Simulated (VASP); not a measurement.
# KF in VASP: further runs

KF is run at these levels: PBE; tasks: single point.

Everything below comes from runs of VASP 6.6.1. Logs are shortened: lines on timing, memory, paths and dates and some standing lists are left out, and cuts for length are marked.

## 1. The cell of the first run

It takes space group I4/mmm (No. 139, tetragonal). Conventional cell: a = 3.833 Å, b = 3.833 Å, c = 5.326 Å, α = 90.00°, β = 90.00°, γ = 90.00°. Within 3.5 Å of K (site symmetry 4/mmm) lie 6 F at 2.66 to 2.71 Å. F (site symmetry 4/mmm) has 6 K at 2.66 to 2.71 Å within 3.5 Å.

## 2. Single point, PBE (normal strain along x -0.0175, normal strain along z +0.0000)

Input file INCAR:

```
SYSTEM = KF
  ALGO = Normal
  EDIFF = 1E-6
  ENCUT = 520
  GGA = PE
  ISIF = 2
  ISMEAR = 0
  LASPH = .True.
  LCHARG = .False.
  LREAL = .False.
  LWAVE = .False.
  NBANDS = 15
  NELM = 80
  PREC = Accurate
  SIGMA = 0.05
```

Input file KPOINTS:

```
k-points
0
Gamma
  8 8 8
  0 0 0
```

Input file POSCAR:

```
KF
1.0
    0.0000000000      2.7105354767      2.7105354767
    2.6631011059      0.0000000000      2.7105354767
    2.6631011059      2.7105354767      0.0000000000
K F
1 1
Direct
    0.0000000000      0.0000000000      0.0000000000
    0.5000000000      0.5000000000      0.5000000000
```

Potentials or basis: VASP PAW PBE potentials, release 64 (K_sv, F).

The run is started by

```bash
$ cat potpaw_PBE.64/K_sv/POTCAR potpaw_PBE.64/F/POTCAR > POTCAR
$ mpirun -np 1 vasp_std > vasp.out
```

OUTCAR:

```text
SYSTEM = KF
   EDIFF = 1E-6
   ENCUT = 520
   GGA = PE
   ISIF = 2
   ISMEAR = 0
   LASPH = .True.
   LREAL = .False.
   NELM = 80
   PREC = Accurate

 ion  position               nearest neighbor table
   1  0.000  0.000  0.000-   2 2.66   2 2.66   2 2.71   2 2.71   2 2.71   2 2.71
   2  0.500  0.500  0.500-   1 2.66   1 2.66   1 2.71   1 2.71   1 2.71   1 2.71

  LATTYP: Found a body centered tetragonal cell.
 ALAT       =     3.8332760324
 C/A-ratio  =     1.3894648251

  Lattice vectors:

 A1 = (  -2.6631011059,   0.0000000000,  -2.7105354767)
 A2 = (  -2.6631011059,   0.0000000000,   2.7105354767)
 A3 = (   2.6631011059,   2.7105354767,   0.0000000000)

Analysis of symmetry for initial positions (statically):
=====================================================================
 Subroutine PRICEL returns:
 Original cell was already a primitive cell.

 Routine SETGRP: Setting up the symmetry group for a
 body centered tetragonal supercell.

 Subroutine GETGRP returns: Found 16 space group operations
 (whereof 16 operations were pure point group operations)
 out of a pool of 16 trial point group operations.

The static configuration has the point symmetry D_4h.

Analysis of symmetry for dynamics (positions and initial velocities):
=====================================================================
 Subroutine PRICEL returns:
 Original cell was already a primitive cell.

 Routine SETGRP: Setting up the symmetry group for a
 body centered tetragonal supercell.

 Subroutine GETGRP returns: Found 16 space group operations
 (whereof 16 operations were pure point group operations)
 out of a pool of 16 trial point group operations.

The dynamic configuration has the point symmetry D_4h.

 Subroutine INISYM returns: Found 16 space group operations
 (whereof 16 operations are pure point group operations),
 and found     1 'primitive' translations

----------------------------------------------------------------------------------------

                                     Primitive cell

  volume of cell :      39.1316

  direct lattice vectors                    reciprocal lattice vectors
     0.000000000  2.710535477  2.710535477    -0.187751039  0.184465396  0.184465396
     2.663101106  0.000000000  2.710535477     0.187751039 -0.184465396  0.184465396
     2.663101106  2.710535477  0.000000000     0.187751039  0.184465396 -0.184465396

  length of vectors
     3.833276032  3.799882902  3.799882902     0.321411601  0.321411601  0.321411601

[... 90 lines left out ...]
   PSTRESS=    0.0 pullay stress
   NELECT =      16.0000    total number of electrons
   NUPDOWN=      -1.0000    fix difference up-down
   EMIN   =  10.00;   EMAX   =-10.00  energy-range for DOS
   EFERMI =   0.00;   METHOD = LEGACY
   ISMEAR =     0;   SIGMA  =   0.05  broadening in eV -4-tet -1-fermi 0-gaus
   EFERMI_NEDOS =   21; number of points for ismear=-14 and -15
   IALGO  =     38    algorithm
   IMIX   =      4    mixing-type and parameters
     AMIX     =   0.40;   BMIX     =  1.00
     AMIX_MAG =   1.60;   BMIX_MAG =  1.00
  volume/ion in A,a.u.               =      19.57       132.04
  Fermi-wavevector in a.u.,A,eV,Ry     =   1.215082  2.296172 20.087968  1.476424
  Thomas-Fermi vector in A             =   2.350481
   LORBIT       =      0    0 simple, 1 ext, 2 COOP (PROOUT), +10 PAW based schemes
   GGA     = PE    functional components
   LHFCALC =     F    Hartree Fock is set to
   AEXX    =    0.0000 exact exchange contribution
   IVDW    =     0    specifies the selected vdW correction
   LEPSILON=     F    determine dielectric tensor
   LRPA    =     F    only Hartree local field effects (RPA)
 non-spin polarized calculation
 Gauss-broadening in eV      SIGMA  =   0.05
  energy-cutoff  :      520.00
  volume of cell :       39.13
 maximum number of plane-waves:      1063
 NGX is ok and might be reduce to    30
   NGX = 15   NGY = 15   NGZ = 15

 number of electron      15.9999999 magnetization

 Free energy of the ion-electron system (eV)
  ---------------------------------------------------
  ext. energy  EPLUGINS =         0.00000000
  ---------------------------------------------------
  free energy    TOTEN  =        -8.29598170 eV

  energy without entropy =       -8.29598170  energy(sigma->0) =       -8.29598170

 E-fermi :  -2.6463     XC(G=0):  -8.2885

 val. band max:       -2.8547755058   @ k =   0.0000   0.0000   0.0000
 cond. band min:       3.1615002146   @ k =   0.0000   0.0000   0.0000
 fundamental gap:      6.0162757204
 Fermi energy:        -2.6463356956

 k-point     1 :       0.0000    0.0000    0.0000
  band No.  band energies     occupation
      1     -29.0791      2.00000
      2     -21.5145      2.00000
      3     -12.3495      2.00000
      4     -12.3495      2.00000
      5     -12.3441      2.00000
      6      -2.8790      2.00000
      7      -2.8790      2.00000
      8      -2.8548      2.00000
      9       3.1615      0.00000
     10       7.7059      0.00000
     11       7.7059      0.00000
     12       7.8031      0.00000
     13       9.2900      0.00000
     14       9.4635      0.00000
[... 401 lines left out ...]
      2     -21.5588      2.00000
      3     -12.5195      2.00000
      4     -12.4396      2.00000
      5     -12.3667      2.00000
      6      -3.4058      2.00000
      7      -3.1293      2.00000
      8      -2.9801      2.00000
      9       5.2667      0.00000
     10       6.9457      0.00000
     11       8.6711      0.00000
     12       8.8050      0.00000
     13      10.0155      0.00000
     14      10.4717      0.00000
     15      14.8803      0.00000

 [... further k-points ...]

------------------------ aborting loop because EDIFF is reached ----------------------------------------

  FORCE on cell =-STRESS in cart. coord.  units (eV):
  Direction    XX          YY          ZZ          XY          YZ          ZX
  --------------------------------------------------------------------------------------
  -------------------------------------------------------------------------------------
  Total        0.2945212      0.0644687      0.0644687      0.0000000      0.0000000      0.0000000
  in kB       12.0586667      2.6395597      2.6395597      0.0000000      0.0000000      0.0000000
  external PRESSURE =       5.7792620 kB  Pullay stress =       0.0000000 kB

 VOLUME and BASIS-vectors are now :
 -----------------------------------------------------------------------------
  energy-cutoff  :      520.00
  volume of cell :       39.13
      direct lattice vectors                 reciprocal lattice vectors
     0.000000000  2.710535477  2.710535477    -0.187751039  0.184465396  0.184465396
     2.663101106  0.000000000  2.710535477     0.187751039 -0.184465396  0.184465396
     2.663101106  2.710535477  0.000000000     0.187751039  0.184465396 -0.184465396

 POSITION                                       TOTAL-FORCE (eV/Angst)
 -----------------------------------------------------------------------------------
      0.00000      0.00000      0.00000         0.000000      0.000000      0.000000
      2.66310      2.71054      2.71054        -0.000000      0.000000      0.000000
 -----------------------------------------------------------------------------------
    total drift:                                0.000000      0.000000      0.000000

  FREE ENERGIE OF THE ION-ELECTRON SYSTEM (eV)
  ---------------------------------------------------
  free  energy   TOTEN  =        -8.2959817041 eV

  energy  without entropy=       -8.2959817041  energy(sigma->0) =       -8.29598170
```

Run time: 17 s. Hardware: 1 thread of AMD EPYC 9R45 (Zen 5), shared host; peak memory 0.15 GiB.

What came out:

| Quantity | Value |
| --- | --- |
| Free energy | -8.2960 eV |
| Pressure | 0.6 GPa |
| Band gap on the k mesh | 6.02 eV |

Levels at points of the mesh, in eV from the valence-band top:
```
           k point  band 6  band 7  band 8  band 9  band 10  band 11
(0.00, 0.00, 0.00)   -0.02   -0.02    0.00    6.02    10.56    10.56
(0.50, 0.00, 0.00)   -0.78   -0.35   -0.34    8.94    10.40    11.88
(0.50, 0.50, 0.00)   -0.25   -0.09   -0.06    8.18    10.14    11.54
(0.00, 0.50, 0.50)   -0.21   -0.09   -0.09    8.12    10.16    11.70
```

Caveat: the cell differs from its parent crystal (normal strain along x -0.0175, normal strain along z +0.0000).

## 3. Single point, PBE (normal strain along x +0.0175, normal strain along z +0.0000)

Input file INCAR:

```
PREC     = Accurate       # precision mode
ENCUT    = 520            # plane-wave cutoff, eV
EDIFF    = 1E-6           # SCF threshold, eV
ISMEAR   = 0              # smearing method
SIGMA    = 0.05           # smearing width, eV
LREAL    = F              # projectors in reciprocal space
LASPH    = T              # aspherical terms in the spheres
NELM     = 60             # most SCF steps
ALGO     = Normal         # electronic algorithm
ISIF     = 2              # what is computed and relaxed
LWAVE    = F              # write WAVECAR
LCHARG   = F              # write CHGCAR
GGA      = PE             # functional
NBANDS   = 15             # bands
```

Input file KPOINTS:

```
regular mesh
0
Gamma
  8 8 8
```

Input file POSCAR:

```
KF
1.0
    0.0000000000      2.7105354767      2.7105354767
    2.7579698475      0.0000000000      2.7105354767
    2.7579698475      2.7105354767      0.0000000000
K F
1 1
Direct
    0.0000000000      0.0000000000      0.0000000000
    0.5000000000      0.5000000000      0.5000000000
```

Potentials or basis: VASP PAW PBE potentials, release 64 (K_sv, F).

The run is started by

```bash
$ cat potpaw_PBE.64/K_sv/POTCAR potpaw_PBE.64/F/POTCAR > POTCAR
$ mpirun -np 1 vasp_std > vasp.out
```

OUTCAR:

```text
PREC = Accurate
   ENCUT = 520
   EDIFF = 1E-6
   ISMEAR = 0
   LREAL = F
   LASPH = T
   NELM = 60
   ISIF = 2
   GGA = PE

 ion  position               nearest neighbor table
   1  0.000  0.000  0.000-   2 2.71   2 2.71   2 2.71   2 2.71   2 2.76   2 2.76
   2  0.500  0.500  0.500-   1 2.71   1 2.71   1 2.71   1 2.71   1 2.76   1 2.76

  LATTYP: Found a body centered tetragonal cell.
 ALAT       =     3.8332760324
 C/A-ratio  =     1.4389622997

  Lattice vectors:

 A1 = (   2.7579698475,   0.0000000000,   2.7105354767)
 A2 = (   2.7579698475,   0.0000000000,  -2.7105354767)
 A3 = (  -2.7579698475,   2.7105354767,   0.0000000000)

Analysis of symmetry for initial positions (statically):
=====================================================================
 Subroutine PRICEL returns:
 Original cell was already a primitive cell.

 Routine SETGRP: Setting up the symmetry group for a
 body centered tetragonal supercell.

 Subroutine GETGRP returns: Found 16 space group operations
 (whereof 16 operations were pure point group operations)
 out of a pool of 16 trial point group operations.

[... 177 lines left out ...]
      6      -2.9695      2.00000
      7      -2.9508      2.00000
      8      -2.9508      2.00000
      9       2.9013      0.00000
     10       7.4892      0.00000
     11       7.5824      0.00000
     12       7.5824      0.00000
     13       9.0650      0.00000
     14       9.2245      0.00000
[... 401 lines left out ...]
      2     -21.6221      2.00000
      3     -12.7127      2.00000
      4     -12.6436      2.00000
      5     -12.5605      2.00000
      6      -3.4790      2.00000
      7      -3.1995      2.00000
      8      -3.0915      2.00000
      9       4.9642      0.00000
     10       6.7213      0.00000
     11       8.4982      0.00000
     12       8.5267      0.00000
     13       9.8881      0.00000
     14      10.1695      0.00000
     15      14.5067      0.00000

 [... further k-points ...]

------------------------ aborting loop because EDIFF is reached ----------------------------------------

  FORCE on cell =-STRESS in cart. coord.  units (eV):
  Direction    XX          YY          ZZ          XY          YZ          ZX
  --------------------------------------------------------------------------------------
  -------------------------------------------------------------------------------------
  Total       -0.2353025     -0.0581003     -0.0581003     -0.0000000      0.0000000      0.0000000
  in kB       -9.3026675     -2.2969925     -2.2969925     -0.0000000      0.0000000      0.0000000
  external PRESSURE =      -4.6322175 kB  Pullay stress =       0.0000000 kB

 VOLUME and BASIS-vectors are now :
 -----------------------------------------------------------------------------
  energy-cutoff  :      520.00
  volume of cell :       40.53
      direct lattice vectors                 reciprocal lattice vectors
     0.000000000  2.710535477  2.710535477    -0.181292772  0.184465396  0.184465396
     2.757969848  0.000000000  2.710535477     0.181292772 -0.184465396  0.184465396
     2.757969848  2.710535477  0.000000000     0.181292772  0.184465396 -0.184465396

 POSITION                                       TOTAL-FORCE (eV/Angst)
 -----------------------------------------------------------------------------------
      0.00000      0.00000      0.00000         0.000000      0.000000      0.000000
      2.75797      2.71054      2.71054        -0.000000      0.000000     -0.000000
 -----------------------------------------------------------------------------------
    total drift:                                0.000000      0.000000      0.000000

  FREE ENERGIE OF THE ION-ELECTRON SYSTEM (eV)
  ---------------------------------------------------
  free  energy   TOTEN  =        -8.2980106728 eV

  energy  without entropy=       -8.2980106728  energy(sigma->0) =       -8.29801067
```

OSZICAR:

```text
N       E                     dE             d eps       ncg     rms          rms(c)
DAV:   1     0.107288587985E+03    0.10729E+03   -0.81183E+03  1770   0.102E+03
DAV:   2    -0.523620804177E+01   -0.11252E+03   -0.10431E+03  2269   0.282E+02
DAV:   3    -0.946963805746E+01   -0.42334E+01   -0.42179E+01  2348   0.486E+01
DAV:   4    -0.958103757611E+01   -0.11140E+00   -0.11138E+00  2436   0.738E+00
DAV:   5    -0.958212723467E+01   -0.10897E-02   -0.10897E-02  2317   0.650E-01    0.626E+00
DAV:   6    -0.833335756526E+01    0.12488E+01   -0.36235E+00  1861   0.142E+01    0.372E+00
DAV:   7    -0.830119005747E+01    0.32168E-01   -0.65973E-02  2197   0.221E+00    0.207E+00
DAV:   8    -0.829557845945E+01    0.56116E-02   -0.54414E-02  2008   0.226E+00    0.198E-01
DAV:   9    -0.829725508260E+01   -0.16766E-02   -0.37171E-03  2134   0.507E-01    0.121E-01
DAV:  10    -0.829787287356E+01   -0.61779E-03   -0.47598E-04  1889   0.184E-01    0.655E-02
DAV:  11    -0.829801026430E+01   -0.13739E-03   -0.13194E-04  1854   0.942E-02    0.185E-02
DAV:  12    -0.829801049996E+01   -0.23567E-06   -0.11284E-05  2219   0.324E-02    0.412E-03
DAV:  13    -0.829801067278E+01   -0.17282E-06   -0.20642E-06  1903   0.126E-02
   1 F= -.82980107E+01 E0= -.82980107E+01  d E =-.129760E-17
```

Wall time 15 s (1 thread of AMD EPYC 9R45 (Zen 5), shared host); peak memory 0.16 GiB.

What came out:

- Free energy: -8.2980 eV
- Pressure: -0.5 GPa
- Band gap on the k mesh: 5.85 eV

Caveat: the cell differs from its parent crystal (normal strain along x +0.0175, normal strain along z +0.0000).

## 4. Single point, PBE (normal strain along x +0.0350, normal strain along z +0.0000)

Input file INCAR:

```
SYSTEM = KF
ALGO = Normal
EDIFF = 1E-7
ENCUT = 520
GGA = PE
ISIF = 2
ISMEAR = 0
LASPH = .True.
LCHARG = .False.
LREAL = .False.
LWAVE = .False.
NBANDS = 15
NELM = 60
PREC = Accurate
SIGMA = 0.05
```

Input file KPOINTS:

```
k-points
0
Gamma
  8 8 8
  0 0 0
```

Input file POSCAR:

```
KF
1.0
    0.0000000000      2.7105354767      2.7105354767
    2.8054042184      0.0000000000      2.7105354767
    2.8054042184      2.7105354767      0.0000000000
K F
1 1
Direct
    0.0000000000      0.0000000000      0.0000000000
    0.5000000000      0.5000000000      0.5000000000
```

The run is started by

```bash
$ cat potpaw_PBE.64/K_sv/POTCAR potpaw_PBE.64/F/POTCAR > POTCAR
$ mpirun -np 1 vasp_std > vasp.out
```

Run time: 19 s. Hardware: 1 thread of AMD EPYC 9R45 (Zen 5), shared host; peak memory 0.16 GiB.

The run converged. Its results:

| Item | Value |
| --- | --- |
| Free energy | -8.2931 eV |
| Pressure | -0.8 GPa |
| Band gap on the k mesh | 5.76 eV |

Stress tensor (GPa, compression positive):
```
-1.65  0.00  0.00
 0.00 -0.45  0.00
 0.00  0.00 -0.45
```

Levels at points of the mesh, in eV from the valence-band top:
| k point | band 4 | band 5 | band 6 | band 7 | band 8 | band 9 | band 10 | band 11 | band 12 | band 13 |
| --- | --- | --- | --- | --- | --- | --- | --- | --- | --- | --- |
| (0.00, 0.00, 0.00) | -9.66 | -9.66 | -0.03 | 0.00 | 0.00 | 5.76 | 10.33 | 10.51 | 10.51 | 11.87 |
| (0.50, 0.00, 0.00) | -9.72 | -9.68 | -0.72 | -0.31 | -0.30 | 8.73 | 10.03 | 11.60 | 11.80 | 13.76 |
| (0.50, 0.50, 0.00) | -9.85 | -9.84 | -0.23 | -0.11 | -0.07 | 8.08 | 9.88 | 11.30 | 13.18 | 13.61 |
| (0.00, 0.50, 0.50) | -9.81 | -9.81 | -0.30 | -0.06 | -0.06 | 8.19 | 9.86 | 10.98 | 13.21 | 13.73 |

Caveat: the cell differs from its parent crystal (normal strain along x +0.0350, normal strain along z +0.0000). A k mesh can miss the band edges.

## 5. Single point, PBE (normal strain along x +0.0000, normal strain along z +0.0375)

Input file INCAR:

```
PREC = Accurate
ENCUT = 520
EDIFF = 1E-7
ISMEAR = 0
SIGMA = 0.05
LREAL = F
LASPH = T
NELM = 60
ALGO = Normal
ISIF = 2
LWAVE = F
LCHARG = F
GGA = PE
NBANDS = 15
```

Input file KPOINTS:

```
Automatic mesh
0
Gamma
  8 8 8
```

Input file POSCAR:

```
KF
1.0
    0.0000000000      2.7105354767      2.8121805571
    2.7105354767      0.0000000000      2.8121805571
    2.7105354767      2.7105354767      0.0000000000
K F
1 1
Direct
    0.0000000000      0.0000000000      0.0000000000
    0.5000000000      0.5000000000      0.5000000000
```

The run is started by

```bash
$ cat potpaw_PBE.64/K_sv/POTCAR potpaw_PBE.64/F/POTCAR > POTCAR
$ mpirun -np 1 vasp_std > vasp.out
```

Run time: 16 s. Hardware: 1 thread of AMD EPYC 9R45 (Zen 5), shared host; peak memory 0.15 GiB.

It converged, with:

| Item | Value |
| --- | --- |
| Free energy | -8.2922 eV |
| Pressure | -0.9 GPa |
| Band gap on the k mesh | 5.75 eV |

Stress tensor (GPa, compression positive):
```
-0.48  0.00  0.00
 0.00 -0.48  0.00
 0.00  0.00 -1.74
```

Levels at points of the mesh, in eV from the valence-band top:
| k point | band 5 | band 6 | band 7 | band 8 | band 9 | band 10 | band 11 | band 12 |
| --- | --- | --- | --- | --- | --- | --- | --- | --- |
| (0.00, 0.00, 0.00) | -9.67 | -0.03 | 0.00 | 0.00 | 5.75 | 10.32 | 10.51 | 10.51 |
| (0.50, 0.00, 0.00) | -9.69 | -0.72 | -0.31 | -0.30 | 8.71 | 10.01 | 11.58 | 11.80 |
| (0.50, 0.50, 0.00) | -9.82 | -0.30 | -0.06 | -0.06 | 8.20 | 9.84 | 10.95 | 13.20 |
| (0.50, 0.00, 0.50) | -9.84 | -0.23 | -0.11 | -0.07 | 8.07 | 9.86 | 11.29 | 13.16 |

Caveat: the cell differs from its parent crystal (normal strain along x +0.0000, normal strain along z +0.0375). A k mesh can miss the band edges.

[end of part 1 of 2]
